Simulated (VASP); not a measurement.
# Pt (Fm-3m) in VASP: single point with HF

Aim: the single point of Pt with HF.

All numbers are computed with VASP 6.6.1; they aren't measurements. Logs are shortened: lines on timing, memory, paths and dates and some standing lists are left out, and cuts for length are marked.

**1. The cell of the first run**

It takes space group Fm-3m (No. 225, cubic). The conventional cell has a = 3.922 Å, b = 3.922 Å, c = 3.922 Å, α = 90.00°, β = 90.00°, γ = 90.00°. Pt (site symmetry m-3m) has 12 Pt at 2.77 Å within 3.7 Å.

**2. Single point, HF**

File POSCAR:

```
Pt
1.0
    0.0000000000      1.9609000000      1.9609000000
    1.9609000000      0.0000000000      1.9609000000
    1.9609000000      1.9609000000      0.0000000000
Pt
1
Direct
    0.0000000000      0.0000000000      0.0000000000
```

File INCAR.step1:

```
PREC = Accurate
ENCUT = 520
EDIFF = 1E-5
ISMEAR = -1
SIGMA = 0.05
LREAL = False
LASPH = True
NELM = 100
ALGO = Normal
ISIF = 2
LWAVE = True
LCHARG = False
GGA = PE
NBANDS = 11
```

File INCAR.step2:

```
PREC = Accurate
ENCUT = 520
EDIFF = 1E-6
ISMEAR = -1
SIGMA = 0.05
LREAL = False
LASPH = True
NELM = 100
ALGO = Normal
ISIF = 2
LWAVE = False
LCHARG = False
GGA = PE
LHFCALC = True
AEXX = 1.0
ALDAC = 0.0
AGGAC = 0.0
PRECFOCK = Normal
ISTART = 1
NBANDS = 11
```

File KPOINTS:

```
Automatic mesh
0
Gamma
  6 6 6
```

Potentials or basis: VASP PAW PBE potentials, release 64 (Pt).

Started as:

```bash
cat potpaw_PBE.64/Pt/POTCAR > POTCAR
cp INCAR.step1 INCAR
mpirun -np 1 vasp_std > vasp.out
cp INCAR.step2 INCAR
mpirun -np 1 vasp_std > vasp.out
```

OUTCAR:

```text
PREC = Accurate
   ENCUT = 520
   EDIFF = 1E-6
   ISMEAR = -1
   LREAL = False
   LASPH = True
   NELM = 100
   ISIF = 2
   GGA = PE
   LHFCALC = True
   AEXX = 1.0
   PRECFOCK = Normal
   ISTART = 1

 ion  position               nearest neighbor table
   1  0.000  0.000  0.000-

  LATTYP: Found a face centered cubic cell.
 ALAT       =     3.9218000000

  Lattice vectors:

 A1 = (   0.0000000000,   1.9609000000,   1.9609000000)
 A2 = (   1.9609000000,   0.0000000000,   1.9609000000)
 A3 = (   1.9609000000,   1.9609000000,   0.0000000000)

Analysis of symmetry for initial positions (statically):
=====================================================================
 Subroutine PRICEL returns:
 Original cell was already a primitive cell.

 Routine SETGRP: Setting up the symmetry group for a
 face centered cubic supercell.

 Subroutine GETGRP returns: Found 48 space group operations
 (whereof 48 operations were pure point group operations)
 out of a pool of 48 trial point group operations.

The static configuration has the point symmetry O_h .

Analysis of symmetry for dynamics (positions and initial velocities):
=====================================================================
 Subroutine PRICEL returns:
 Original cell was already a primitive cell.

 Routine SETGRP: Setting up the symmetry group for a
 face centered cubic supercell.

 Subroutine GETGRP returns: Found 48 space group operations
 (whereof 48 operations were pure point group operations)
 out of a pool of 48 trial point group operations.

The dynamic configuration has the point symmetry O_h .

 Subroutine INISYM returns: Found 48 space group operations
 (whereof 48 operations are pure point group operations),
 and found     1 'primitive' translations

----------------------------------------------------------------------------------------

                                     Primitive cell

  volume of cell :      15.0798

  direct lattice vectors                    reciprocal lattice vectors
     0.000000000  1.960900000  1.960900000    -0.254984956  0.254984956  0.254984956
     1.960900000  0.000000000  1.960900000     0.254984956 -0.254984956  0.254984956
     1.960900000  1.960900000  0.000000000     0.254984956  0.254984956 -0.254984956

  length of vectors
     2.773131374  2.773131374  2.773131374     0.441646899  0.441646899  0.441646899

  position of ions in fractional coordinates (direct lattice)
     0.000000000  0.000000000  0.000000000

  ion indices of the primitive-cell ions
   primitive index   ion index
                 1           1

----------------------------------------------------------------------------------------

 KPOINTS: Automatic mesh

Automatic generation of k-mesh.
 Grid dimensions read from file:
 generate k-points for:    6    6    6

 Generating k-lattice:

  Cartesian coordinates                     Fractional coordinates (reciprocal lattice)
    -0.042497493  0.042497493  0.042497493     0.166666667  0.000000000  0.000000000
     0.042497493 -0.042497493  0.042497493     0.000000000  0.166666667  0.000000000
     0.042497493  0.042497493 -0.042497493     0.000000000  0.000000000  0.166666667

  Length of vectors
     0.073607816  0.073607816  0.073607816

  Shift w.r.t. Gamma in fractional coordinates (k-lattice)
     0.000000000  0.000000000  0.000000000

 Subroutine IBZKPT returns following result:
 ===========================================

 Found     16 irreducible k-points:

 Following reciprocal coordinates:
            Coordinates               Weight
  0.000000  0.000000  0.000000      1.000000
  0.166667  0.000000  0.000000      8.000000
  0.333333  0.000000  0.000000      8.000000
  0.500000  0.000000  0.000000      4.000000
  0.166667  0.166667  0.000000      6.000000
  0.333333  0.166667  0.000000     24.000000
[... 8 lines left out ...]
 -0.333333  0.333333  0.166667     24.000000
 -0.333333  0.500000  0.166667     12.000000
   k-points           NKPTS =     16   k-points in BZ     NKDIM =    216   number of bands    NBANDS=     11
   number of dos      NEDOS =    301   number of ions     NIONS =      1
   total plane-waves  NPLWV =  13824
   dimension x,y,z NGX =    24 NGY =   24 NGZ =   24
   dimension x,y,z NGXF=    48 NGYF=   48 NGZF=   48
   ions per type =               1
   NGX,Y,Z   is equivalent  to a cutoff of  14.39, 14.39, 14.39 a.u.
   NGXF,Y,Z  is equivalent  to a cutoff of  28.78, 28.78, 28.78 a.u.
 SYSTEM =  unknown system
   PREC   = accura    normal or accurate (medium, high low for compatibility)
   ISTART =      1    job   : 0-new  1-cont  2-samecut
   ICHARG =      0    charge: 1-file 2-atom 10-const
   ISPIN  =      1    spin polarized calculation?
   LNONCOLLINEAR =      F non collinear calculations
   LSORBIT =      F    spin-orbit coupling
   LASPH  =      T    aspherical Exc in radial PAW
   ENCUT  =  520.0 eV  38.22 Ry    6.18 a.u.   5.16  5.16  5.16*2*pi/ulx,y,z
   NELM   =    100;   NELMIN=  2; NELMDL=  0     # of ELM steps
   EDIFF  = 0.1E-05   stopping-criterion for ELM
   LREAL  =      F    real-space projection
   EDIFFG = 0.1E-04   stopping-criterion for IOM
   NSW    =      0    number of steps for IOM
   IBRION =     -1    ionic relax: 0-MD 1-quasi-New 2-CG
   NFREE  =      0    steps in history (QN), initial steepest desc. (CG)
   ISIF   =      2    stress and relaxation
   ISYM   =      3    0-nonsym 1-usesym 2-fastsym
   POTIM  = 0.5000    time-step for ionic-motion
   TEBEG  =    0.0;   TEEND  =   0.0 temperature during run
   PSTRESS=    0.0 pullay stress
   NELECT =      10.0000    total number of electrons
   NUPDOWN=      -1.0000    fix difference up-down
   EMIN   =  10.00;   EMAX   =-10.00  energy-range for DOS
   EFERMI =   0.00;   METHOD = LEGACY
   ISMEAR =    -1;   SIGMA  =   0.05  broadening in eV -4-tet -1-fermi 0-gaus
   EFERMI_NEDOS =   21; number of points for ismear=-14 and -15
   IALGO  =     38    algorithm
   IMIX   =      1    mixing-type and parameters
     AMIX     =   0.40;   BMIX     =  1.00
     AMIX_MAG =   1.60;   BMIX_MAG =  1.00
  volume/ion in A,a.u.               =      15.08       101.76
  Fermi-wavevector in a.u.,A,eV,Ry     =   1.427609  2.697791 27.729605  2.038068
  Thomas-Fermi vector in A             =   2.547760
   LORBIT       =      0    0 simple, 1 ext, 2 COOP (PROOUT), +10 PAW based schemes
   GGA     = PE    functional components
   LHFCALC =     T    Hartree Fock is set to
   PRECFOCK=normal    Normal, Fast or Accurate (Low or Medium for compatibility)
   ENCUT4O =  -1.0   cutoff for four orbital integrals eV
   NKREDX  =     1    reduce k-point grid by
   NKREDY  =     1    reduce k-point grid by
   NKREDZ  =     1    reduce k-point grid by
   AEXX    =    1.0000 exact exchange contribution
   HFSCREEN=    0.0000 screening length (either q_TF or 0.3 A-1)
   HFSCREENC=   0.0000 screening length for correlation (either q_TF or 0.3 A-1)
   ENCUTFOCK=  -1.0 apply spherical cutoff to Coloumb kernel
   IVDW    =     0    specifies the selected vdW correction
   LEPSILON=     F    determine dielectric tensor
   LRPA    =     F    only Hartree local field effects (RPA)
 non-spin polarized calculation
  energy-cutoff  :      520.00
  volume of cell :       15.08
 maximum number of plane-waves:       419
 NGX is ok and might be reduce to    24
  NGX = 16; NGY = 16; NGZ = 16

 number of electron      10.0000000 magnetization

 Free energy of the ion-electron system (eV)
  ---------------------------------------------------
  ext. energy  EPLUGINS =         0.00000000
  ---------------------------------------------------
  free energy    TOTEN  =        -9.67290891 eV

  energy without entropy =       -9.67098441  energy(sigma->0) =       -9.67194666

 E-fermi :  11.1736     XC(G=0):   0.0000

 val. band max:        9.1567125046   @ k =  -0.3333   0.3333   0.1667
 cond. band min:      11.3303894668   @ k =   0.5000   0.1667   0.0000
 fundamental gap:      2.1736769622
 Fermi energy:        11.1736147533

 k-point     1 :       0.0000    0.0000    0.0000
  band No.  band energies     occupation
      1      -3.9334      2.00000
      2       2.8339      2.00000
      3       2.8339      2.00000
      4       2.8339      2.00000
      5       4.6174      2.00000
      6       4.6174      2.00000
      7      32.6032      0.00000
      8      38.3406      0.00000
      9      38.3406      0.00000
     10      38.3406      0.00000
     11      43.7229      0.00000

 k-point     2 :       0.1667    0.0000    0.0000
  band No.  band energies     occupation
      1      -2.4149      2.00000
      2       2.5771      2.00000
      3       3.2083      2.00000
      4       3.2083      2.00000
      5       4.7571      2.00000
      6       4.7571      2.00000
      7      34.2231      0.00000
      8      34.2730      0.00000
      9      40.2030      0.00000
     10      40.2030      0.00000
     11      44.6916      0.00000

 k-point     3 :       0.3333    0.0000    0.0000
  band No.  band energies     occupation
      1      -1.0378      2.00000
      2       2.6232      2.00000
      3       2.6232      2.00000
      4       5.7306      2.00000
      5       7.0755      2.00000
      6       7.0755      2.00000
      7      28.2059      0.00000
      8      33.5265      0.00000
      9      40.8359      0.00000
     10      40.8359      0.00000
     11      44.6540      0.00000

 k-point     4 :       0.5000    0.0000    0.0000
  band No.  band energies     occupation
      1      -1.2600      2.00000
      2       2.2257      2.00000
      3       2.2257      2.00000
      4       8.8952      2.00000
      5       8.8952      2.00000
      6      13.0621      0.00000
      7      22.9869      0.00000
      8      32.0048      0.00000
      9      37.9648      0.00000
     10      37.9648      0.00000
     11      48.1538      0.00000

 k-point     5 :       0.1667    0.1667    0.0000
  band No.  band energies     occupation
      1      -1.8928      2.00000
      2       1.7434      2.00000
      3       3.7091      2.00000
      4       4.0817      2.00000
      5       4.0817      2.00000
      6       5.1838      2.00000
      7      35.1535      0.00000
      8      36.1061      0.00000
      9      38.0824      0.00000
     10      38.0824      0.00000
     11      46.6689      0.00000
[... 99 lines left out ...]
 k-point    13 :       0.5000    0.5000    0.0000
  band No.  band energies     occupation
      1      -1.7882      2.00000
      2      -0.8481      2.00000
      3       7.1502      2.00000
      4      13.1992      0.00000
      5      13.1992      0.00000
      6      16.1083      0.00000
      7      26.7817      0.00000
      8      29.0254      0.00000
      9      29.0254      0.00000
     10      39.1228      0.00000
     11      43.1018      0.00000

 k-point    14 :       0.5000    0.3333    0.1667
  band No.  band energies     occupation
      1       0.5140      2.00000
      2       1.0928      2.00000
      3       2.5866      2.00000
      4       5.4615      2.00000
      5       7.5797      2.00000
      6      16.0830      0.00000
      7      28.6216      0.00000
      8      30.8804      0.00000
      9      34.0041      0.00000
     10      41.5073      0.00000
     11      41.8407      0.00000

 k-point    15 :      -0.3333    0.3333    0.1667
  band No.  band energies     occupation
      1       0.5144      2.00000
      2       1.3126      2.00000
      3       3.1356      2.00000
      4       4.6179      2.00000
      5       9.1567      2.00000
      6      22.1231      0.00000
      7      22.7046      0.00000
      8      30.3933      0.00000
      9      31.9453      0.00000
     10      39.9468      0.00000
     11      44.9579      0.00000

 k-point    16 :      -0.3333    0.5000    0.1667
  band No.  band energies     occupation
      1      -0.5842      2.00000
      2       0.5667      2.00000
      3       4.9472      2.00000
      4       5.5113      2.00000
      5      12.8494      0.00000
      6      22.2609      0.00000
      7      25.1083      0.00000
      8      27.4622      0.00000
      9      29.4375      0.00000
     10      43.0469      0.00000
     11      44.0678      0.00000

------------------------ aborting loop because EDIFF is reached ----------------------------------------

  FORCE on cell =-STRESS in cart. coord.  units (eV):
  Direction    XX          YY          ZZ          XY          YZ          ZX
  --------------------------------------------------------------------------------------
  -------------------------------------------------------------------------------------
  Total        0.8196436      0.8196436      0.8196436     -0.0000000     -0.0000000     -0.0000000
  in kB       87.0841827     87.0841827     87.0841827     -0.0000000     -0.0000000     -0.0000000
  external PRESSURE =      87.0841827 kB  Pullay stress =       0.0000000 kB

 VOLUME and BASIS-vectors are now :
 -----------------------------------------------------------------------------
  energy-cutoff  :      520.00
  volume of cell :       15.08
      direct lattice vectors                 reciprocal lattice vectors
     0.000000000  1.960900000  1.960900000    -0.254984956  0.254984956  0.254984956
     1.960900000  0.000000000  1.960900000     0.254984956 -0.254984956  0.254984956
     1.960900000  1.960900000  0.000000000     0.254984956  0.254984956 -0.254984956

 POSITION                                       TOTAL-FORCE (eV/Angst)
 -----------------------------------------------------------------------------------
      0.00000      0.00000      0.00000         0.000000      0.000000     -0.000000
 -----------------------------------------------------------------------------------
    total drift:                                0.000000      0.000000     -0.000000

  FREE ENERGIE OF THE ION-ELECTRON SYSTEM (eV)
  ---------------------------------------------------
  free  energy   TOTEN  =        -9.6729089105 eV

  energy  without entropy=       -9.6709844077  energy(sigma->0) =       -9.67194666
```

Run time: 16 min. Hardware: 1 thread of AMD EPYC 7R43 (Zen 3), shared host; peak memory 0.12 GiB.

What came out:

| Item | Value |
| --- | --- |
| Free energy | -9.6729 eV |
| Pressure | 8.7 GPa |
| Band gap on the k mesh | zero (bands 5 and 6 overlap by 8.58 eV) |

Levels at points of the mesh, in eV from the Fermi level:
| k point | band 2 | band 3 | band 4 | band 5 | band 6 | band 7 | band 8 | band 9 |
| --- | --- | --- | --- | --- | --- | --- | --- | --- |
| (0.00, 0.00, 0.00) | -8.34 | -8.34 | -8.34 | -6.56 | -6.56 | 21.43 | 27.17 | 27.17 |
| (0.50, 0.00, 0.00) | -8.95 | -8.95 | -2.28 | -2.28 | 1.89 | 11.81 | 20.83 | 26.79 |
| (0.50, 0.50, 0.00) | -12.02 | -4.02 | 2.03 | 2.03 | 4.93 | 15.61 | 17.85 | 17.85 |

Caveat: the k points lie up to 0.46 Å⁻¹ apart, too coarse for converged energies and pressures of a metal; the PAW data sets were made with another functional, which shifts forces and pressure a little; spin-orbit coupling is left out, which moves the levels of the heavy elements.

The gap in the log of VASP goes by the Fermi energy; the results here count the filled bands.